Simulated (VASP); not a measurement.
## SnPt3: electric field gradients with LDA

The system is SnPt3.

```
CELL_PARAMETERS angstrom
3.98662 0.00000 0.00000
0.00000 3.98662 0.00000
0.00000 0.00000 3.98662
ATOMIC_POSITIONS crystal
Sn 0.00000 0.00000 0.00000
Pt 0.00000 0.50000 0.50000
Pt 0.50000 0.00000 0.50000
Pt 0.50000 0.50000 0.00000
```

This cell differs from its parent crystal: volume scaled by 0.99.

| Property | Result |
| --- | --- |
| Program | VASP 6.6.1 |
| Task | electric field gradients |
| Functional | LDA |
| Potentials or basis | VASP PAW LDA potentials, release 64 (Sn_d, Pt) |
| Cutoff | 400 eV |
| k mesh | 8 × 8 × 8 |
| Occupations | fermi-dirac, width 0.05 eV |
| Spin | no spin polarisation |
| Dipole correction | no |
| Further INCAR settings | ALGO = Normal; EDIFF = 1e-08; NBANDS = 30 |

```yaml
Pressure: -0.5 GPa
Band_gap_on_the_k_mesh: zero (band 22 reaches 12.15 eV, above the bottom of band 23 at 11.68 eV)
```

Levels at points of the mesh, in eV from the Fermi level:
```csv
k point,band 20,band 21,band 22,band 23,band 24,band 25
"(0.00, 0.00, 0.00)",-1.25,-0.40,0.15,0.15,0.15,2.97
"(0.50, 0.00, 0.00)",-2.40,-1.14,0.15,1.83,3.94,3.94
"(0.50, 0.50, 0.00)",-2.13,-1.96,-1.58,0.94,0.94,5.15
"(0.50, 0.50, 0.50)",-2.13,-0.78,-0.32,-0.32,-0.32,0.93
```

Electric field gradients, principal values (V/Å²):
| atom | least | middle | greatest (by size) |
| --- | --- | --- | --- |
| 1 Sn | 0.000 | 0.000 | 0.000 |
| 2 Pt | 73.773 | 73.773 | -147.547 |
| 3 Pt | 73.773 | 73.773 | -147.547 |
| 4 Pt | 73.773 | 73.773 | -147.547 |

Wall time 56 s on 1 thread of Intel Xeon 8259CL, with other jobs on the host, peak memory 0.16 GiB.

Caveat: without QUAD_EFG the Cq values of the log hold for a quadrupole moment of 1 mb, not for the nuclei; spin-orbit coupling is left out, which moves the levels of the heavy elements.
